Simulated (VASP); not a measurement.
# KBr (Fm-3m) in VASP: single point with PBE

Aim: the single point of KBr with PBE.

Program: VASP 6.6.1. These are calculated values, not measurements. Logs are shortened: lines on timing, memory, paths and dates and some standing lists are left out, and cuts for length are marked.

## Step 1: The cell of the first run

It takes space group Fm-3m (No. 225, cubic). The conventional cell has a = 6.365 Å, b = 6.365 Å, c = 6.365 Å, α = 90.00°, β = 90.00°, γ = 90.00°. Within 4.2 Å of K (site symmetry m-3m) lie 6 Br at 3.18 Å. Br (site symmetry m-3m) has 6 K at 3.18 Å within 4.2 Å.

## Step 2: Single point, PBE (strained)

The input, INCAR:

```
ALGO = Normal
EDIFF = 1E-7
ENCUT = 520
GGA = PE
ISIF = 2
ISMEAR = 0
LASPH = T
LCHARG = F
LREAL = F
LWAVE = F
NBANDS = 15
NELM = 60
PREC = Accurate
SIGMA = 0.02
```

The input, KPOINTS:

```
k-points
0
Gamma
  6 6 6
```

The input, POSCAR:

```
KBr
1.0
    0.0000000000      3.1825963500      3.1825963500
    3.1825963500      0.0000000000      3.1825963500
    3.1825963500      3.1825963500      0.0000000000
K Br
1 1
Direct
    0.0000000000      0.0000000000      0.0000000000
    0.5000000000      0.5000000000      0.5000000000
```

Potentials or basis: VASP PAW PBE potentials, release 64 (K_sv, Br).

On the command line:

```
> cat potpaw_PBE.64/K_sv/POTCAR potpaw_PBE.64/Br/POTCAR > POTCAR
> mpirun -np 1 vasp_std > vasp.out
```

OUTCAR:

```text
EDIFF = 1E-7
   ENCUT = 520
   GGA = PE
   ISIF = 2
   ISMEAR = 0
   LASPH = T
   LREAL = F
   NELM = 60
   PREC = Accurate

 ion  position               nearest neighbor table
   1  0.000  0.000  0.000-   2 3.18   2 3.18   2 3.18   2 3.18   2 3.18   2 3.18
   2  0.500  0.500  0.500-   1 3.18   1 3.18   1 3.18   1 3.18   1 3.18   1 3.18

  LATTYP: Found a face centered cubic cell.
 ALAT       =     6.3651927000

  Lattice vectors:

 A1 = (   0.0000000000,   3.1825963500,   3.1825963500)
 A2 = (   3.1825963500,   0.0000000000,   3.1825963500)
 A3 = (   3.1825963500,   3.1825963500,   0.0000000000)

Analysis of symmetry for initial positions (statically):
=====================================================================
 Subroutine PRICEL returns:
 Original cell was already a primitive cell.

 Routine SETGRP: Setting up the symmetry group for a
 face centered cubic supercell.

 Subroutine GETGRP returns: Found 48 space group operations
 (whereof 48 operations were pure point group operations)
 out of a pool of 48 trial point group operations.

The static configuration has the point symmetry O_h .

Analysis of symmetry for dynamics (positions and initial velocities):
=====================================================================
 Subroutine PRICEL returns:
 Original cell was already a primitive cell.

 Routine SETGRP: Setting up the symmetry group for a
 face centered cubic supercell.

 Subroutine GETGRP returns: Found 48 space group operations
 (whereof 48 operations were pure point group operations)
 out of a pool of 48 trial point group operations.

The dynamic configuration has the point symmetry O_h .

 Subroutine INISYM returns: Found 48 space group operations
 (whereof 48 operations are pure point group operations),
 and found     1 'primitive' translations

----------------------------------------------------------------------------------------

                                     Primitive cell

  volume of cell :      64.4725

  direct lattice vectors                    reciprocal lattice vectors
     0.000000000  3.182596350  3.182596350    -0.157104435  0.157104435  0.157104435
     3.182596350  0.000000000  3.182596350     0.157104435 -0.157104435  0.157104435
     3.182596350  3.182596350  0.000000000     0.157104435  0.157104435 -0.157104435

  length of vectors
     4.500870922  4.500870922  4.500870922     0.272112863  0.272112863  0.272112863

  position of ions in fractional coordinates (direct lattice)
     0.000000000  0.000000000  0.000000000
     0.500000000  0.500000000  0.500000000

  ion indices of the primitive-cell ions
   primitive index   ion index
                 1           1
                 2           2

----------------------------------------------------------------------------------------

 KPOINTS: k-points

Automatic generation of k-mesh.
 Grid dimensions read from file:
 generate k-points for:    6    6    6

 Generating k-lattice:

  Cartesian coordinates                     Fractional coordinates (reciprocal lattice)
    -0.026184072  0.026184072  0.026184072     0.166666667  0.000000000  0.000000000
     0.026184072 -0.026184072  0.026184072     0.000000000  0.166666667  0.000000000
     0.026184072  0.026184072 -0.026184072     0.000000000  0.000000000  0.166666667

  Length of vectors
     0.045352144  0.045352144  0.045352144

  Shift w.r.t. Gamma in fractional coordinates (k-lattice)
     0.000000000  0.000000000  0.000000000

 Subroutine IBZKPT returns following result:
 ===========================================

 Found     16 irreducible k-points:

 Following reciprocal coordinates:
            Coordinates               Weight
  0.000000  0.000000  0.000000      1.000000
  0.166667  0.000000  0.000000      8.000000
  0.333333  0.000000  0.000000      8.000000
  0.500000  0.000000  0.000000      4.000000
  0.166667  0.166667  0.000000      6.000000
  0.333333  0.166667  0.000000     24.000000
[... 8 lines left out ...]
 -0.333333  0.333333  0.166667     24.000000
 -0.333333  0.500000  0.166667     12.000000
   k-points           NKPTS =     16   k-points in BZ     NKDIM =     16   number of bands    NBANDS=     15
   number of dos      NEDOS =    301   number of ions     NIONS =      2
   total plane-waves  NPLWV =  46656
   dimension x,y,z NGX =    36 NGY =   36 NGZ =   36
   dimension x,y,z NGXF=    72 NGYF=   72 NGZF=   72
   ions per type =               1   1
   NGX,Y,Z   is equivalent  to a cutoff of  13.30, 13.30, 13.30 a.u.
   NGXF,Y,Z  is equivalent  to a cutoff of  26.59, 26.59, 26.59 a.u.
 SYSTEM =  unknown system
   PREC   = accura    normal or accurate (medium, high low for compatibility)
   ISTART =      0    job   : 0-new  1-cont  2-samecut
   ICHARG =      2    charge: 1-file 2-atom 10-const
   ISPIN  =      1    spin polarized calculation?
   LNONCOLLINEAR =      F non collinear calculations
   LSORBIT =      F    spin-orbit coupling
   LASPH  =      T    aspherical Exc in radial PAW
   ENCUT  =  520.0 eV  38.22 Ry    6.18 a.u.   8.37  8.37  8.37*2*pi/ulx,y,z
   NELM   =     60;   NELMIN=  2; NELMDL= -5     # of ELM steps
   EDIFF  = 0.1E-06   stopping-criterion for ELM
   LREAL  =      F    real-space projection
   EDIFFG = 0.1E-05   stopping-criterion for IOM
   NSW    =      0    number of steps for IOM
   IBRION =     -1    ionic relax: 0-MD 1-quasi-New 2-CG
   NFREE  =      0    steps in history (QN), initial steepest desc. (CG)
   ISIF   =      2    stress and relaxation
   ISYM   =      2    0-nonsym 1-usesym 2-fastsym
   POTIM  = 0.5000    time-step for ionic-motion
   TEBEG  =    0.0;   TEEND  =   0.0 temperature during run
   PSTRESS=    0.0 pullay stress
   NELECT =      16.0000    total number of electrons
   NUPDOWN=      -1.0000    fix difference up-down
   EMIN   =  10.00;   EMAX   =-10.00  energy-range for DOS
   EFERMI =   0.00;   METHOD = LEGACY
   ISMEAR =     0;   SIGMA  =   0.02  broadening in eV -4-tet -1-fermi 0-gaus
   EFERMI_NEDOS =   21; number of points for ismear=-14 and -15
   IALGO  =     38    algorithm
   IMIX   =      4    mixing-type and parameters
     AMIX     =   0.40;   BMIX     =  1.00
     AMIX_MAG =   1.60;   BMIX_MAG =  1.00
  volume/ion in A,a.u.               =      32.24       217.54
  Fermi-wavevector in a.u.,A,eV,Ry     =   1.028782  1.944116 14.400297  1.058392
  Thomas-Fermi vector in A             =   2.162796
   LORBIT       =      0    0 simple, 1 ext, 2 COOP (PROOUT), +10 PAW based schemes
   GGA     = PE    functional components
   LHFCALC =     F    Hartree Fock is set to
   AEXX    =    0.0000 exact exchange contribution
   IVDW    =     0    specifies the selected vdW correction
   LEPSILON=     F    determine dielectric tensor
   LRPA    =     F    only Hartree local field effects (RPA)
 non-spin polarized calculation
 Gauss-broadening in eV      SIGMA  =   0.02
  energy-cutoff  :      520.00
  volume of cell :       64.47
 maximum number of plane-waves:      1807
 NGX is ok and might be reduce to    36
   NGX = 17   NGY = 17   NGZ = 17

 number of electron      16.0000000 magnetization

 Free energy of the ion-electron system (eV)
  ---------------------------------------------------
  ext. energy  EPLUGINS =         0.00000000
  ---------------------------------------------------
  free energy    TOTEN  =        -6.12982584 eV

  energy without entropy =       -6.12982584  energy(sigma->0) =       -6.12982584

 E-fermi :  -1.1157     XC(G=0):  -7.8155

 val. band max:       -1.2702568254   @ k =   0.0000   0.0000   0.0000
 cond. band min:       3.4757451907   @ k =   0.0000   0.0000   0.0000
 fundamental gap:      4.7460020161
 Fermi energy:        -1.1156643291

 k-point     1 :       0.0000    0.0000    0.0000
  band No.  band energies     occupation
      1     -28.8383      2.00000
      2     -13.7110      2.00000
      3     -12.3249      2.00000
      4     -12.3249      2.00000
      5     -12.3249      2.00000
      6      -1.2703      2.00000
      7      -1.2703      2.00000
      8      -1.2703      2.00000
      9       3.4757      0.00000
     10       6.3319      0.00000
     11       6.3319      0.00000
     12       6.3319      0.00000
     13       7.2273      0.00000
     14       7.2273      0.00000
     15      10.5979      0.00000

 k-point     2 :       0.1667    0.0000    0.0000
  band No.  band energies     occupation
      1     -28.8358      2.00000
      2     -13.7731      2.00000
      3     -12.3266      2.00000
      4     -12.3266      2.00000
      5     -12.2380      2.00000
      6      -1.7113      2.00000
      7      -1.3872      2.00000
      8      -1.3872      2.00000
      9       4.1995      0.00000
     10       6.2219      0.00000
     11       6.6934      0.00000
     12       6.6934      0.00000
     13       7.6568      0.00000
     14       7.6568      0.00000
     15      11.5993      0.00000

 k-point     3 :       0.3333    0.0000    0.0000
  band No.  band energies     occupation
      1     -28.8307      2.00000
      2     -13.8807      2.00000
      3     -12.3301      2.00000
      4     -12.3301      2.00000
      5     -12.0795      2.00000
      6      -2.3955      2.00000
      7      -1.6035      2.00000
      8      -1.6035      2.00000
      9       5.2409      0.00000
     10       6.7239      0.00000
     11       7.6641      0.00000
     12       7.6641      0.00000
     13       8.7324      0.00000
     14       8.7324      0.00000
     15      10.8472      0.00000
[... 199 lines left out ...]
 k-point    15 :      -0.3333    0.3333    0.1667
  band No.  band energies     occupation
      1     -28.8259      2.00000
      2     -13.7660      2.00000
      3     -12.4009      2.00000
      4     -12.3807      2.00000
      5     -12.1642      2.00000
      6      -2.2517      2.00000
      7      -1.8918      2.00000
      8      -1.7576      2.00000
      9       6.0954      0.00000
     10       6.4570      0.00000
     11       7.7419      0.00000
     12       8.2891      0.00000
     13       9.3906      0.00000
     14       9.8118      0.00000
     15      10.3338      0.00000

 k-point    16 :      -0.3333    0.5000    0.1667
  band No.  band energies     occupation
      1     -28.8252      2.00000
      2     -13.6734      2.00000
      3     -12.4451      2.00000
      4     -12.4020      2.00000
      5     -12.2438      2.00000
      6      -2.0828      2.00000
      7      -1.8506      2.00000
      8      -1.7883      2.00000
      9       5.2954      0.00000
     10       7.0977      0.00000
     11       7.2937      0.00000
     12       8.3913      0.00000
     13       9.0418      0.00000
     14       9.8765      0.00000
     15      10.6037      0.00000

------------------------ aborting loop because EDIFF is reached ----------------------------------------

  FORCE on cell =-STRESS in cart. coord.  units (eV):
  Direction    XX          YY          ZZ          XY          YZ          ZX
  --------------------------------------------------------------------------------------
  -------------------------------------------------------------------------------------
  Total        1.2601348      1.2601348      1.2601348     -0.0000000      0.0000000     -0.0000000
  in kB       31.3150349     31.3150349     31.3150349     -0.0000000      0.0000000     -0.0000000
  external PRESSURE =      31.3150349 kB  Pullay stress =       0.0000000 kB

 VOLUME and BASIS-vectors are now :
 -----------------------------------------------------------------------------
  energy-cutoff  :      520.00
  volume of cell :       64.47
      direct lattice vectors                 reciprocal lattice vectors
     0.000000000  3.182596350  3.182596350    -0.157104435  0.157104435  0.157104435
     3.182596350  0.000000000  3.182596350     0.157104435 -0.157104435  0.157104435
     3.182596350  3.182596350  0.000000000     0.157104435  0.157104435 -0.157104435

 POSITION                                       TOTAL-FORCE (eV/Angst)
 -----------------------------------------------------------------------------------
      0.00000      0.00000      0.00000         0.000000      0.000000     -0.000000
      3.18260      3.18260      3.18260        -0.000000     -0.000000      0.000000
 -----------------------------------------------------------------------------------
    total drift:                                0.000000      0.000000      0.000000

  FREE ENERGIE OF THE ION-ELECTRON SYSTEM (eV)
  ---------------------------------------------------
  free  energy   TOTEN  =        -6.1298258351 eV

  energy  without entropy=       -6.1298258351  energy(sigma->0) =       -6.12982584
```

Wall time 21 s (1 thread of Intel Xeon 8259CL, shared host); peak memory 0.21 GiB.

What came out:

* Free energy: -6.1298 eV
* Pressure: 3.1 GPa
* Band gap on the k mesh: 4.75 eV

Levels at points of the mesh, in eV from the valence-band top:
| k point | band 4 | band 5 | band 6 | band 7 | band 8 | band 9 | band 10 | band 11 | band 12 | band 13 |
| --- | --- | --- | --- | --- | --- | --- | --- | --- | --- | --- |
| (0.00, 0.00, 0.00) | -11.05 | -11.05 | 0.00 | 0.00 | 0.00 | 4.75 | 7.60 | 7.60 | 7.60 | 8.50 |
| (0.50, 0.00, 0.00) | -11.06 | -10.74 | -1.41 | -0.43 | -0.43 | 6.82 | 8.62 | 10.04 | 10.04 | 10.42 |
| (0.50, 0.50, 0.00) | -11.11 | -11.11 | -0.93 | -0.32 | -0.32 | 5.72 | 7.61 | 9.53 | 10.07 | 10.13 |

Caveat: the cell differs from its parent crystal (strained); the cell stands under pressure.
